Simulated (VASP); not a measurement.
# Cr (P6_3/mmc) in VASP: notebook

Cr is run at these levels: LDA; tasks: single point.

All numbers are computed with VASP 6.6.1; they aren't measurements. Logs are shortened: lines on timing, memory, paths and dates and some standing lists are left out, and cuts for length are marked.

### 1 The cell of the first run

The structure is hexagonal, space group P6_3/mmc (No. 194). The conventional cell has a = 2.519 Å, b = 2.519 Å, c = 4.094 Å, α = 90.00°, β = 90.00°, γ = 120.00°. Within 3.3 Å of Cr (site symmetry -6m2) lie 12 Cr at 2.51 to 2.52 Å.

This isn't the form of Cr at room conditions, which is bcc.

### 2 Single point, LDA, collinear spin, ferromagnetic start (11.25 Å³/atom)

The input, INCAR:

```
PREC = Accurate
ENCUT = 520
EDIFF = 1E-6
ISMEAR = -1
SIGMA = 0.03
LREAL = F
LASPH = T
NELM = 150
ALGO = Normal
ISIF = 2
LWAVE = F
LCHARG = F
ISPIN = 2
MAGMOM = 3 3
LORBIT = 11
LMAXMIX = 4
GGA = CA
NBANDS = 23
```

The input, KPOINTS:

```
Automatic mesh
0
Gamma
  12 12 7
```

The input, POSCAR:

```
Cr
1.0
    2.5194544189      0.0000000000      0.0000000000
   -1.2597272094      2.1819115305      0.0000000000
    0.0000000000      0.0000000000      4.0938813512
Cr
2
Direct
    0.3333333333      0.6666666667      0.2500000000
    0.6666666667      0.3333333333      0.7500000000
```

Potentials or basis: VASP PAW LDA potentials, release 64 (Cr_pv).

Launch:

```console
$ cat potpaw_LDA.64/Cr_pv/POTCAR > POTCAR
$ mpirun -np 1 vasp_std > vasp.out
```

OUTCAR:

```text
PREC = Accurate
   ENCUT = 520
   EDIFF = 1E-6
   ISMEAR = -1
   LREAL = F
   LASPH = T
   NELM = 150
   ISIF = 2
   ISPIN = 2
   LORBIT = 11
   GGA = CA

 ion  position               nearest neighbor table
   1  0.333  0.667  0.250-   2 2.51   2 2.51   2 2.51   2 2.51   2 2.51   2 2.51
   2  0.667  0.333  0.750-   1 2.51   1 2.51   1 2.51   1 2.51   1 2.51   1 2.51

  LATTYP: Found a hexagonal cell.
 ALAT       =     2.5194544189
 C/A-ratio  =     1.6249078850

  Lattice vectors:

 A1 = (   2.5194544189,   0.0000000000,   0.0000000000)
 A2 = (  -1.2597272094,   2.1819115305,   0.0000000000)
 A3 = (   0.0000000000,   0.0000000000,   4.0938813512)

Analysis of symmetry for initial positions (statically):
=====================================================================
 Subroutine PRICEL returns:
 Original cell was already a primitive cell.

 Routine SETGRP: Setting up the symmetry group for a
 hexagonal supercell.

 Subroutine GETGRP returns: Found 24 space group operations
 (whereof 12 operations were pure point group operations)
 out of a pool of 24 trial point group operations.

The static configuration has the point symmetry D_3d.
 The point group associated with its full space group is D_6h.

Analysis of symmetry for dynamics (positions and initial velocities):
=====================================================================
 Subroutine PRICEL returns:
 Original cell was already a primitive cell.

 Routine SETGRP: Setting up the symmetry group for a
 hexagonal supercell.

 Subroutine GETGRP returns: Found 24 space group operations
 (whereof 12 operations were pure point group operations)
 out of a pool of 24 trial point group operations.

The dynamic configuration has the point symmetry D_3d.
 The point group associated with its full space group is D_6h.

Analysis of structural, dynamic, and magnetic symmetry:
=====================================================================
 Subroutine PRICEL returns:
 Original cell was already a primitive cell.

 Routine SETGRP: Setting up the symmetry group for a
 hexagonal supercell.

 Subroutine GETGRP returns: Found 24 space group operations
 (whereof 12 operations were pure point group operations)
 out of a pool of 24 trial point group operations.

The overall configuration has the point symmetry D_3d.
 The point group associated with its full space group is D_6h.

 Subroutine INISYM returns: Found 24 space group operations
 (whereof 12 operations are pure point group operations),
 and found     1 'primitive' translations

----------------------------------------------------------------------------------------

                                     Primitive cell

  volume of cell :      22.5050

  direct lattice vectors                    reciprocal lattice vectors
     2.519454419  0.000000000  0.000000000     0.396911328  0.229156862  0.000000000
    -1.259727209  2.181911530  0.000000000     0.000000000  0.458313724  0.000000000
     0.000000000  0.000000000  4.093881351     0.000000000  0.000000000  0.244266972

  length of vectors
     2.519454419  2.519454419  4.093881351     0.458313724  0.458313724  0.244266972

  position of ions in fractional coordinates (direct lattice)
     0.333333333  0.666666667  0.250000000
     0.666666667  0.333333333  0.750000000

  ion indices of the primitive-cell ions
   primitive index   ion index
                 1           1
                 2           2

----------------------------------------------------------------------------------------

 KPOINTS: Automatic mesh

Automatic generation of k-mesh.
 Grid dimensions read from file:
 generate k-points for:   12   12    7

 Generating k-lattice:

  Cartesian coordinates                     Fractional coordinates (reciprocal lattice)
     0.033075944  0.019096405  0.000000000     0.083333333  0.000000000  0.000000000
     0.000000000  0.038192810  0.000000000     0.000000000  0.083333333  0.000000000
     0.000000000  0.000000000  0.034895282     0.000000000  0.000000000  0.142857143

  Length of vectors
     0.038192810  0.038192810  0.034895282

  Shift w.r.t. Gamma in fractional coordinates (k-lattice)
     0.000000000  0.000000000  0.000000000

 Subroutine IBZKPT returns following result:
 ===========================================

 Found     76 irreducible k-points:

 Following reciprocal coordinates:
            Coordinates               Weight
  0.000000  0.000000  0.000000      1.000000
  0.083333  0.000000  0.000000      6.000000
  0.166667  0.000000  0.000000      6.000000
  0.250000 -0.000000  0.000000      6.000000
  0.333333 -0.000000  0.000000      6.000000
  0.416667  0.000000  0.000000      6.000000
[... 16 lines left out ...]
  0.250000 -0.000000  0.142857     12.000000
  0.333333 -0.000000  0.142857     12.000000
 [... further k-points ...]
   k-points           NKPTS =     76   k-points in BZ     NKDIM =     76   number of bands    NBANDS=     23
   number of dos      NEDOS =    301   number of ions     NIONS =      2
   total plane-waves  NPLWV =  12000
   dimension x,y,z NGX =    20 NGY =   20 NGZ =   30
   dimension x,y,z NGXF=    40 NGYF=   40 NGZF=   60
   ions per type =               2
   NGX,Y,Z   is equivalent  to a cutoff of  13.20, 13.20, 12.18 a.u.
   NGXF,Y,Z  is equivalent  to a cutoff of  26.39, 26.39, 24.37 a.u.
 SYSTEM =  unknown system
   PREC   = accura    normal or accurate (medium, high low for compatibility)
   ISTART =      0    job   : 0-new  1-cont  2-samecut
   ICHARG =      2    charge: 1-file 2-atom 10-const
   ISPIN  =      2    spin polarized calculation?
   LNONCOLLINEAR =      F non collinear calculations
   LSORBIT =      F    spin-orbit coupling
   LASPH  =      T    aspherical Exc in radial PAW
   ENCUT  =  520.0 eV  38.22 Ry    6.18 a.u.   4.68  4.68  7.61*2*pi/ulx,y,z
   NELM   =    150;   NELMIN=  2; NELMDL= -5     # of ELM steps
   EDIFF  = 0.1E-05   stopping-criterion for ELM
   LREAL  =      F    real-space projection
   EDIFFG = 0.1E-04   stopping-criterion for IOM
   NSW    =      0    number of steps for IOM
   IBRION =     -1    ionic relax: 0-MD 1-quasi-New 2-CG
   NFREE  =      0    steps in history (QN), initial steepest desc. (CG)
   ISIF   =      2    stress and relaxation
   ISYM   =      2    0-nonsym 1-usesym 2-fastsym
   POTIM  = 0.5000    time-step for ionic-motion
   TEBEG  =    0.0;   TEEND  =   0.0 temperature during run
   PSTRESS=    0.0 pullay stress
   NELECT =      24.0000    total number of electrons
   NUPDOWN=      -1.0000    fix difference up-down
   EMIN   =  10.00;   EMAX   =-10.00  energy-range for DOS
   EFERMI =   0.00;   METHOD = LEGACY
   ISMEAR =    -1;   SIGMA  =   0.03  broadening in eV -4-tet -1-fermi 0-gaus
   EFERMI_NEDOS =   21; number of points for ismear=-14 and -15
   IALGO  =     38    algorithm
   IMIX   =      4    mixing-type and parameters
     AMIX     =   0.40;   BMIX     =  1.00
     AMIX_MAG =   1.60;   BMIX_MAG =  1.00
  volume/ion in A,a.u.               =      11.25        75.94
  Fermi-wavevector in a.u.,A,eV,Ry     =   1.672575  3.160709 38.062397  2.797507
  Thomas-Fermi vector in A             =   2.757698
   LORBIT       =     11    0 simple, 1 ext, 2 COOP (PROOUT), +10 PAW based schemes
   GGA     = CA    functional components
   LHFCALC =     F    Hartree Fock is set to
   AEXX    =    0.0000 exact exchange contribution
   IVDW    =     0    specifies the selected vdW correction
   LEPSILON=     F    determine dielectric tensor
   LRPA    =     F    only Hartree local field effects (RPA)
 spin polarized calculation
  energy-cutoff  :      520.00
  volume of cell :       22.50
 maximum number of plane-waves:       617
 NGX is ok and might be reduce to    20
   NGX =  9   NGY =  9   NGZ = 15

 number of electron      23.9999984 magnetization      -0.0000057

 number of electron      23.9999984 magnetization       0.0018641

 Free energy of the ion-electron system (eV)
  ---------------------------------------------------
  ext. energy  EPLUGINS =         0.00000000
  ---------------------------------------------------
  free energy    TOTEN  =       -20.32654985 eV

  energy without entropy =      -20.31400284  energy(sigma->0) =      -20.32027634

 E-fermi :  10.9667     XC(G=0): -14.1350

 val. band max:       10.9658816047   @ k =   0.4167   0.0000   0.0000
 cond. band min:      10.9759151621   @ k =   0.3333  -0.0000   0.2857
 fundamental gap:      0.0100335574
 Fermi energy:        10.9667203508

 spin component 1

 k-point     1 :       0.0000    0.0000    0.0000
  band No.  band energies     occupation
      1     -31.9332      1.00000
      2     -31.0530      1.00000
      3     -31.0530      1.00000
      4     -30.9178      1.00000
      5     -30.9178      1.00000
      6     -30.8863      1.00000
[... 15 lines left out ...]
     22      30.5393      0.00000
     23      33.5042      0.00000
[... 575 lines left out ...]
      1     -31.7249      1.00000
      2     -31.5561      1.00000
      3     -31.4819      1.00000
      4     -31.2168      1.00000
      5     -31.0295      1.00000
      6     -31.0227      1.00000
[... 15 lines left out ...]
     22      23.7406      0.00000
     23      28.0582      0.00000

 [... further k-points ...]

 spin component 2

 k-point     1 :       0.0000    0.0000    0.0000
  band No.  band energies     occupation
      1     -31.9325      1.00000
      2     -31.0522      1.00000
      3     -31.0522      1.00000
      4     -30.9171      1.00000
      5     -30.9171      1.00000
      6     -30.8856      1.00000
[... 15 lines left out ...]
     22      30.5396      0.00000
     23      33.5046      0.00000
[... 575 lines left out ...]
      1     -31.7241      1.00000
      2     -31.5554      1.00000
      3     -31.4811      1.00000
      4     -31.2161      1.00000
      5     -31.0288      1.00000
      6     -31.0220      1.00000
[... 15 lines left out ...]
     22      23.7412      0.00000
     23      28.0587      0.00000

 [... further k-points ...]
[... 5 lines left out ...]
  --------------------------------------------------------------------------------------
  -------------------------------------------------------------------------------------
  Total       -0.9068679     -0.9068679      0.5046644     -0.0000000      0.0000000     -0.0000000
  in kB      -64.5618135    -64.5618135     35.9281124     -0.0000000      0.0000000     -0.0000000
  external PRESSURE =     -31.0651715 kB  Pullay stress =       0.0000000 kB

 VOLUME and BASIS-vectors are now :
 -----------------------------------------------------------------------------
  energy-cutoff  :      520.00
  volume of cell :       22.50
      direct lattice vectors                 reciprocal lattice vectors
     2.519454419  0.000000000  0.000000000     0.396911328  0.229156862  0.000000000
    -1.259727209  2.181911530  0.000000000     0.000000000  0.458313724  0.000000000
     0.000000000  0.000000000  4.093881351     0.000000000  0.000000000  0.244266972

 POSITION                                       TOTAL-FORCE (eV/Angst)
 -----------------------------------------------------------------------------------
     -0.00000      1.45461      1.02347         0.000000     -0.000000      0.000000
      1.25973      0.72730      3.07041        -0.000000      0.000000      0.000000
 -----------------------------------------------------------------------------------
    total drift:                               -0.000000      0.000000     -0.000000

  FREE ENERGIE OF THE ION-ELECTRON SYSTEM (eV)
  ---------------------------------------------------
  free  energy   TOTEN  =       -20.3265498478 eV

  energy  without entropy=      -20.3140028360  energy(sigma->0) =      -20.32027634

 total charge

# of ion       s       p       d       tot
------------------------------------------
    1        0.445   6.385   4.307  11.138
    2        0.445   6.385   4.307  11.138
--------------------------------------------------
tot          0.890  12.771   8.615  22.276

 magnetization (x)

# of ion       s       p       d       tot
------------------------------------------
    1        0.000   0.000   0.001   0.001
    2        0.000   0.000   0.001   0.001
--------------------------------------------------
tot          0.000   0.000   0.001   0.001
```

It took 31 s on 1 thread of Intel Xeon 6975P-C (Granite Rapids), shared host; peak memory 0.17 GiB.

What came out:

| Quantity | Value |
| --- | --- |
| Free energy | -20.3265 eV |
| Pressure | -3.1 GPa |
| Band gap on the k mesh | zero (filled and empty bands overlap) |
| Net moment | 0.00 μB per cell |
| Valence electrons inside the program's atomic spheres | Cr 11.14 |

Stress tensor (GPa, compression positive):
```
-6.46  0.00  0.00
 0.00 -6.46  0.00
 0.00  0.00  3.59
```

Caveat: the cell stands under tension; an empty level that is flat over the whole mesh can mark a ghost state of the potentials, or a narrow d or f band.

### 3 Single point, LDA, collinear spin, ferromagnetic start (11.96 Å³/atom)

This run uses another cell than the first one, of 11.96 Å³/atom.

The input, INCAR:

```
SYSTEM = Cr
  ALGO = Normal
  EDIFF = 1E-6
  ENCUT = 520
  ISIF = 2
  ISMEAR = -1
  ISPIN = 2
  LASPH = .TRUE.
  LCHARG = .FALSE.
  LMAXMIX = 4
  LORBIT = 11
  LREAL = .FALSE.
  LWAVE = .FALSE.
  MAGMOM = 3 3
  NBANDS = 23
  NELM = 150
  PREC = Accurate
  SIGMA = 0.03
```

The input, KPOINTS:

```
k-points
0
G
  12 12 7
  0 0 0
```

The input, POSCAR:

```
Cr
1.0
    2.5708859957      0.0000000000      0.0000000000
   -1.2854429979      2.2264525826      0.0000000000
    0.0000000000      0.0000000000      4.1774529260
Cr
2
Direct
    0.3333333333      0.6666666667      0.2500000000
    0.6666666667      0.3333333333      0.7500000000
```

Potentials or basis: VASP PAW LDA potentials, release 64 (Cr_pv).

Launch:

```console
$ cat potpaw_LDA.64/Cr_pv/POTCAR > POTCAR
$ mpirun -np 1 vasp_std > vasp.out
```

OUTCAR:

```text
SYSTEM = Cr
   EDIFF = 1E-6
   ENCUT = 520
   ISIF = 2
   ISMEAR = -1
   ISPIN = 2
   LASPH = .TRUE.
   LORBIT = 11
   LREAL = .FALSE.
   NELM = 150
   PREC = Accurate

 ion  position               nearest neighbor table
   1  0.333  0.667  0.250-   2 2.56   2 2.56   2 2.56   2 2.56   2 2.56   2 2.56
   2  0.667  0.333  0.750-   1 2.56   1 2.56   1 2.56   1 2.56   1 2.56   1 2.56

  LATTYP: Found a hexagonal cell.
 ALAT       =     2.5708859957
 C/A-ratio  =     1.6249078851

  Lattice vectors:

 A1 = (   2.5708859957,   0.0000000000,   0.0000000000)
 A2 = (  -1.2854429979,   2.2264525826,   0.0000000000)
 A3 = (   0.0000000000,   0.0000000000,   4.1774529260)

Analysis of symmetry for initial positions (statically):
=====================================================================
 Subroutine PRICEL returns:
 Original cell was already a primitive cell.

 Routine SETGRP: Setting up the symmetry group for a
 hexagonal supercell.

 Subroutine GETGRP returns: Found 24 space group operations
 (whereof 12 operations were pure point group operations)
 out of a pool of 24 trial point group operations.

The static configuration has the point symmetry D_3d.
 The point group associated with its full space group is D_6h.

Analysis of symmetry for dynamics (positions and initial velocities):
=====================================================================
 Subroutine PRICEL returns:
 Original cell was already a primitive cell.

 Routine SETGRP: Setting up the symmetry group for a
 hexagonal supercell.

 Subroutine GETGRP returns: Found 24 space group operations
 (whereof 12 operations were pure point group operations)
 out of a pool of 24 trial point group operations.

The dynamic configuration has the point symmetry D_3d.
 The point group associated with its full space group is D_6h.

Analysis of structural, dynamic, and magnetic symmetry:
=====================================================================
 Subroutine PRICEL returns:
 Original cell was already a primitive cell.

 Routine SETGRP: Setting up the symmetry group for a
 hexagonal supercell.

[... 146 lines left out ...]

 Free energy of the ion-electron system (eV)
  ---------------------------------------------------
  ext. energy  EPLUGINS =         0.00000000
  ---------------------------------------------------
  free energy    TOTEN  =       -20.23536132 eV

  energy without entropy =      -20.22123897  energy(sigma->0) =      -20.22830015

 E-fermi :  10.1114     XC(G=0): -13.7814

 val. band max:       10.1079915086   @ k =   0.4167   0.1667   0.2857
 cond. band min:      10.1192973733   @ k =   0.4167   0.0000   0.2857
 fundamental gap:      0.0113058646
 Fermi energy:        10.1114235130

 spin component 1

 k-point     1 :       0.0000    0.0000    0.0000
  band No.  band energies     occupation
      1     -32.7099      1.00000
      2     -31.9924      1.00000
      3     -31.9924      1.00000
      4     -31.8795      1.00000
      5     -31.8795      1.00000
      6     -31.8471      1.00000
[... 613 lines left out ...]
     22      22.1288      0.00000
     23      26.4882      0.00000

 [... further k-points ...]

 spin component 2

 k-point     1 :       0.0000    0.0000    0.0000
  band No.  band energies     occupation
      1     -32.7101      1.00000
      2     -31.9927      1.00000
      3     -31.9927      1.00000
      4     -31.8797      1.00000
      5     -31.8797      1.00000
      6     -31.8474      1.00000
[... 613 lines left out ...]
     22      22.1286      0.00000
     23      26.4880      0.00000

 [... further k-points ...]
[... 5 lines left out ...]
  --------------------------------------------------------------------------------------
  -------------------------------------------------------------------------------------
  Total       -3.0274104     -3.0274104     -1.5841977      0.0000000      0.0000000      0.0000000
  in kB     -202.8495520   -202.8495520   -106.1480737      0.0000000      0.0000000      0.0000000
  external PRESSURE =    -170.6157259 kB  Pullay stress =       0.0000000 kB

 VOLUME and BASIS-vectors are now :
 -----------------------------------------------------------------------------
  energy-cutoff  :      520.00
  volume of cell :       23.91
      direct lattice vectors                 reciprocal lattice vectors
     2.570885996  0.000000000  0.000000000     0.388970962  0.224572490  0.000000000
    -1.285442998  2.226452583  0.000000000     0.000000000  0.449144980  0.000000000
     0.000000000  0.000000000  4.177452926     0.000000000  0.000000000  0.239380316

 POSITION                                       TOTAL-FORCE (eV/Angst)
 -----------------------------------------------------------------------------------
     -0.00000      1.48430      1.04436         0.000000     -0.000000      0.000000
      1.28544      0.74215      3.13309        -0.000000      0.000000      0.000000
 -----------------------------------------------------------------------------------
    total drift:                               -0.000000      0.000000     -0.000000

  FREE ENERGIE OF THE ION-ELECTRON SYSTEM (eV)
  ---------------------------------------------------
  free  energy   TOTEN  =       -20.2353613237 eV

  energy  without entropy=      -20.2212389665  energy(sigma->0) =      -20.22830015

 total charge

# of ion       s       p       d       tot
------------------------------------------
    1        0.425   6.352   4.232  11.009
    2        0.425   6.352   4.232  11.009
--------------------------------------------------
tot          0.850  12.704   8.465  22.019

 magnetization (x)

# of ion       s       p       d       tot
------------------------------------------
    1       -0.000  -0.000  -0.000  -0.000
    2       -0.000  -0.000  -0.000  -0.000
--------------------------------------------------
tot         -0.000  -0.000  -0.000  -0.001
```

stdout:

```text
POSCAR found type information on POSCAR Cr
 POSCAR found :  1 types and       2 ions
 scaLAPACK will be used
 LDA part: xc-table for (Slater(with rela. corr.)+CA(PZ))
 , standard interpolation
 POSCAR, INCAR and KPOINTS ok, starting setup
 FFT: planning ... GRIDC
 FFT: planning ... GRID_SOFT
 FFT: planning ... GRID
 WAVECAR not read
 entering main loop
```

Wall time 35 s (1 thread of Intel Xeon 6975P-C (Granite Rapids), shared host); peak memory 0.17 GiB.

Results:

```yaml
Free_energy: -20.2354 eV
Pressure: -17.1 GPa
Band_gap_on_the_k_mesh: zero (filled and empty bands overlap)
Net_moment: 0.00 μB per cell
Valence_electrons_inside_the_program's_atomic_spheres: Cr 11.01
```

Caveat: the cell stands under tension; an empty level that is flat over the whole mesh can mark a ghost state of the potentials, or a narrow d or f band.
